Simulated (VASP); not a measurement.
# TeW (Fm-3m) in VASP: single point with PBE

Aim: the single point of TeW with PBE.

Everything below comes from runs of VASP 6.6.1. Logs are shortened: lines on timing, memory, paths and dates and some standing lists are left out, and cuts for length are marked.

## 1. The cell of the first run

The structure is cubic, space group Fm-3m (No. 225). The conventional cell has a = 5.664 Å, b = 5.664 Å, c = 5.664 Å, α = 90.00°, β = 90.00°, γ = 90.00°. Within 3.7 Å of W (site symmetry m-3m) lie 6 Te at 2.83 Å. Te (site symmetry m-3m) has 6 W at 2.83 Å within 3.7 Å.

## 2. Single point, PBE, collinear spin

File INCAR:

```
PREC = Accurate
ENCUT = 520
EDIFF = 1E-6
ISMEAR = 0
SIGMA = 0.1
LREAL = False
LASPH = True
NELM = 150
ALGO = Normal
ISIF = 2
LWAVE = False
LCHARG = False
ISPIN = 2
MAGMOM = 1 -1 0 0
LORBIT = 11
LMAXMIX = 4
GGA = PE
NBANDS = 32
```

File KPOINTS:

```
Automatic mesh
0
Gamma
  14 14 7
```

File POSCAR:

```
TeW
1.0
    0.0000000000      2.8320154610      2.8320154610
    5.6640309220      2.8320154610      2.8320154610
    5.6640309220      5.6640309220      0.0000000000
W Te
2 2
Direct
    1.0000000000      0.0000000000      0.0000000000
    1.0000000000      0.0000000000      0.5000000000
    0.5000000000      0.5000000000      0.0000000000
    0.5000000000      0.5000000000      0.5000000000
```

Potentials or basis: VASP PAW PBE potentials, release 64 (W_sv, Te).

Launch:

```sh
> cat potpaw_PBE.64/W_sv/POTCAR potpaw_PBE.64/Te/POTCAR > POTCAR
> mpirun -np 1 vasp_std > vasp.out
```

OUTCAR:

```text
PREC = Accurate
   ENCUT = 520
   EDIFF = 1E-6
   ISMEAR = 0
   LREAL = False
   LASPH = True
   NELM = 150
   ISIF = 2
   ISPIN = 2
   LORBIT = 11
   GGA = PE

 ion  position               nearest neighbor table
   1  0.000  0.000  0.000-   4 2.83   3 2.83   4 2.83   3 2.83   4 2.83   4 2.83
   2  0.000  0.000  0.500-   3 2.83   3 2.83   4 2.83   4 2.83   3 2.83   3 2.83
   3  0.500  0.500  0.000-   2 2.83   1 2.83   2 2.83   1 2.83   2 2.83   2 2.83
   4  0.500  0.500  0.500-   1 2.83   1 2.83   2 2.83   2 2.83   1 2.83   1 2.83

  LATTYP: Found a simple tetragonal cell.
 ALAT       =     4.0050746738
 C/A-ratio  =     1.4142135624

  Lattice vectors:

 A1 = (   0.0000000000,  -2.8320154610,   2.8320154610)
 A2 = (   0.0000000000,  -2.8320154610,  -2.8320154610)
 A3 = (   5.6640309220,   0.0000000000,   0.0000000000)

Analysis of symmetry for initial positions (statically):
=====================================================================
 Subroutine PRICEL returns following result:

  LATTYP: Found a face centered cubic cell.
 ALAT       =     5.6640309220
[... 12 lines left out ...]
 Subroutine GETGRP returns: Found 16 space group operations
 (whereof 16 operations were pure point group operations)
 out of a pool of 16 trial point group operations.

The static configuration has the point symmetry D_4h.

Analysis of symmetry for dynamics (positions and initial velocities):
=====================================================================
 Subroutine PRICEL returns following result:

  LATTYP: Found a face centered cubic cell.
 ALAT       =     5.6640309220
[... 12 lines left out ...]
 Subroutine GETGRP returns: Found 16 space group operations
 (whereof 16 operations were pure point group operations)
 out of a pool of 16 trial point group operations.

The dynamic configuration has the point symmetry D_4h.

Analysis of structural, dynamic, and magnetic symmetry:
=====================================================================
 Subroutine PRICEL returns following result:

  LATTYP: Found a face centered cubic cell.
 ALAT       =     5.6640309220
[... 12 lines left out ...]
 Subroutine GETGRP returns: Found 16 space group operations
 (whereof 16 operations were pure point group operations)
 out of a pool of 16 trial point group operations.

The overall configuration has the point symmetry D_4h.

 Subroutine INISYM returns: Found 16 space group operations
 (whereof 16 operations are pure point group operations),
 and found     2 'primitive' translations

----------------------------------------------------------------------------------------

                                     Primitive cell

  volume of cell :      45.4273

  direct lattice vectors                    reciprocal lattice vectors
    -2.832015461  2.832015461  0.000000000    -0.176552708  0.176552708 -0.176552708
    -2.832015461  0.000000000  2.832015461    -0.176552708 -0.176552708  0.176552708
     0.000000000  2.832015461  2.832015461     0.176552708  0.176552708  0.176552708

  length of vectors
     4.005074674  4.005074674  4.005074674     0.305798261  0.305798261  0.305798261

  position of ions in fractional coordinates (direct lattice)
     0.000000000  0.000000000  0.000000000
     0.500000000  0.500000000  0.500000000

  ion indices of the primitive-cell ions
   primitive index   ion index
                 1           1
                 2           3

----------------------------------------------------------------------------------------

 KPOINTS: Automatic mesh

Automatic generation of k-mesh.
 Grid dimensions read from file:
 generate k-points for:   14   14    7

 Generating k-lattice:

  Cartesian coordinates                     Fractional coordinates (reciprocal lattice)
    -0.012610908  0.012610908  0.012610908     0.071428571  0.000000000  0.000000000
     0.012610908 -0.012610908  0.012610908     0.000000000  0.071428571  0.000000000
     0.000000000  0.025221815 -0.025221815     0.000000000  0.000000000  0.142857143

  Length of vectors
     0.021842733  0.021842733  0.035669034

  Shift w.r.t. Gamma in fractional coordinates (k-lattice)
     0.000000000  0.000000000  0.000000000

 Subroutine IBZKPT returns following result:
 ===========================================

 Found    144 irreducible k-points:

 Following reciprocal coordinates:
            Coordinates               Weight
  0.000000  0.000000  0.000000      1.000000
  0.071429  0.000000  0.000000      8.000000
  0.142857  0.000000  0.000000      8.000000
  0.214286  0.000000  0.000000      8.000000
  0.285714  0.000000  0.000000      8.000000
  0.357143  0.000000  0.000000      8.000000
[... 16 lines left out ...]
  0.214286  0.142857  0.000000     16.000000
  0.285714  0.142857  0.000000     16.000000
 [... further k-points ...]
   k-points           NKPTS =    144   k-points in BZ     NKDIM =    144   number of bands    NBANDS=     32
   number of dos      NEDOS =    301   number of ions     NIONS =      4
   total plane-waves  NPLWV =  97200
   dimension x,y,z NGX =    30 NGY =   54 NGZ =   60
   dimension x,y,z NGXF=    60 NGYF=  108 NGZF=  120
   ions per type =               2   2
   NGX,Y,Z   is equivalent  to a cutoff of  12.45, 12.94, 12.45 a.u.
   NGXF,Y,Z  is equivalent  to a cutoff of  24.91, 25.88, 24.91 a.u.
 SYSTEM =  unknown system
   PREC   = accura    normal or accurate (medium, high low for compatibility)
   ISTART =      0    job   : 0-new  1-cont  2-samecut
   ICHARG =      2    charge: 1-file 2-atom 10-const
   ISPIN  =      2    spin polarized calculation?
   LNONCOLLINEAR =      F non collinear calculations
   LSORBIT =      F    spin-orbit coupling
   LASPH  =      T    aspherical Exc in radial PAW
   ENCUT  =  520.0 eV  38.22 Ry    6.18 a.u.   7.45 12.90 14.89*2*pi/ulx,y,z
   NELM   =    150;   NELMIN=  2; NELMDL= -5     # of ELM steps
   EDIFF  = 0.1E-05   stopping-criterion for ELM
   LREAL  =      F    real-space projection
   EDIFFG = 0.1E-04   stopping-criterion for IOM
   NSW    =      0    number of steps for IOM
   IBRION =     -1    ionic relax: 0-MD 1-quasi-New 2-CG
   NFREE  =      0    steps in history (QN), initial steepest desc. (CG)
   ISIF   =      2    stress and relaxation
   ISYM   =      2    0-nonsym 1-usesym 2-fastsym
   POTIM  = 0.5000    time-step for ionic-motion
   TEBEG  =    0.0;   TEEND  =   0.0 temperature during run
   PSTRESS=    0.0 pullay stress
   NELECT =      40.0000    total number of electrons
   NUPDOWN=      -1.0000    fix difference up-down
   EMIN   =  10.00;   EMAX   =-10.00  energy-range for DOS
   EFERMI =   0.00;   METHOD = LEGACY
   ISMEAR =     0;   SIGMA  =   0.10  broadening in eV -4-tet -1-fermi 0-gaus
   EFERMI_NEDOS =   21; number of points for ismear=-14 and -15
   IALGO  =     38    algorithm
   IMIX   =      4    mixing-type and parameters
     AMIX     =   0.40;   BMIX     =  1.00
     AMIX_MAG =   1.60;   BMIX_MAG =  1.00
  volume/ion in A,a.u.               =      22.71       153.28
  Fermi-wavevector in a.u.,A,eV,Ry     =   1.245411  2.353485 21.103282  1.551047
  Thomas-Fermi vector in A             =   2.379634
   LORBIT       =     11    0 simple, 1 ext, 2 COOP (PROOUT), +10 PAW based schemes
   GGA     = PE    functional components
   LHFCALC =     F    Hartree Fock is set to
   AEXX    =    0.0000 exact exchange contribution
   IVDW    =     0    specifies the selected vdW correction
   LEPSILON=     F    determine dielectric tensor
   LRPA    =     F    only Hartree local field effects (RPA)
 spin polarized calculation
 Gauss-broadening in eV      SIGMA  =   0.10
  energy-cutoff  :      520.00
  volume of cell :       90.85
 maximum number of plane-waves:      2478
 NGX is ok and might be reduce to    30
   NGX = 15   NGY = 25   NGZ = 29

 number of electron      39.9999997 magnetization      -0.0000000

 number of electron      39.9999997 magnetization       0.0000000

 Free energy of the ion-electron system (eV)
  ---------------------------------------------------
  ext. energy  EPLUGINS =         0.00000000
  ---------------------------------------------------
  free energy    TOTEN  =       -26.47056331 eV

  energy without entropy =      -26.45529328  energy(sigma->0) =      -26.46292829

 E-fermi :   9.4779     XC(G=0): -11.1970

 val. band max:        9.4752111842   @ k =  -0.3571   0.2143   0.0000
 cond. band min:       9.4779638868   @ k =   0.2857   0.0000   0.1429
 fundamental gap:      0.0027527026
 Fermi energy:         9.4779295354

 spin component 1

 k-point     1 :       0.0000    0.0000    0.0000
  band No.  band energies     occupation
      1     -65.1374      1.00000
      2     -64.2938      1.00000
      3     -29.5876      1.00000
      4     -29.4975      1.00000
      5     -29.4975      1.00000
      6     -28.4140      1.00000
[... 829 lines left out ...]
     31      17.0597      0.00000
     32      17.3172      0.00000

 [... further k-points ...]

 spin component 2

 k-point     1 :       0.0000    0.0000    0.0000
  band No.  band energies     occupation
      1     -65.1374      1.00000
      2     -64.2938      1.00000
      3     -29.5876      1.00000
      4     -29.4975      1.00000
      5     -29.4975      1.00000
      6     -28.4140      1.00000
[... 829 lines left out ...]
     31      17.0597      0.00000
     32      17.3172      0.00000

 [... further k-points ...]
[... 5 lines left out ...]
  --------------------------------------------------------------------------------------
  -------------------------------------------------------------------------------------
  Total        0.7056456      0.7966668      0.7966668      0.0000000      0.0000000      0.0000000
  in kB       12.4437238     14.0488386     14.0488386      0.0000000      0.0000000      0.0000000
  external PRESSURE =      13.5138003 kB  Pullay stress =       0.0000000 kB

 VOLUME and BASIS-vectors are now :
 -----------------------------------------------------------------------------
  energy-cutoff  :      520.00
  volume of cell :       90.85
      direct lattice vectors                 reciprocal lattice vectors
     0.000000000  2.832015461  2.832015461    -0.176552708  0.176552708  0.176552708
     5.664030922  2.832015461  2.832015461     0.176552708 -0.176552708  0.176552708
     5.664030922  5.664030922  0.000000000     0.000000000  0.176552708 -0.176552708

 POSITION                                       TOTAL-FORCE (eV/Angst)
 -----------------------------------------------------------------------------------
      0.00000      0.00000      0.00000        -0.000000     -0.000000      0.000000
      2.83202      2.83202      0.00000         0.000000      0.000000     -0.000000
      2.83202      2.83202      2.83202        -0.000000     -0.000000     -0.000000
      5.66403      5.66403      2.83202         0.000000      0.000000     -0.000000
 -----------------------------------------------------------------------------------
    total drift:                               -0.000000      0.000000      0.000000

  FREE ENERGIE OF THE ION-ELECTRON SYSTEM (eV)
  ---------------------------------------------------
  free  energy   TOTEN  =       -26.4705633051 eV

  energy  without entropy=      -26.4552932771  energy(sigma->0) =      -26.46292829

 total charge

# of ion       s       p       d       tot
------------------------------------------
    1        2.330   6.113   3.448  11.892
    2        2.330   6.113   3.448  11.892
    3        1.329   2.002   0.122   3.454
    4        1.329   2.002   0.122   3.454
--------------------------------------------------
tot          7.319  16.231   7.142  30.692

 magnetization (x)

# of ion       s       p       d       tot
------------------------------------------
    1        0.067   0.015   1.782   1.864
    2       -0.067  -0.015  -1.782  -1.864
    3       -0.000   0.004  -0.009  -0.005
    4        0.000  -0.004   0.009   0.005
--------------------------------------------------
tot          0.000   0.000   0.000   0.000
```

Wall time 46 min (1 thread of Oxide Virtual Turin-like, shared host); peak memory 0.75 GiB.

What came out:

- Free energy: -26.4706 eV
- Pressure: 1.4 GPa
- Band gap on the k mesh: zero (filled and empty bands overlap)
- Net moment: 0.00 μB per cell
- Site moments: W +1.86, -1.86; Te -0.01, +0.01 μB
- Valence electrons inside the program's atomic spheres: W 11.89; Te 3.45

Caveat: spin-orbit coupling is left out, which moves the levels of the heavy elements.
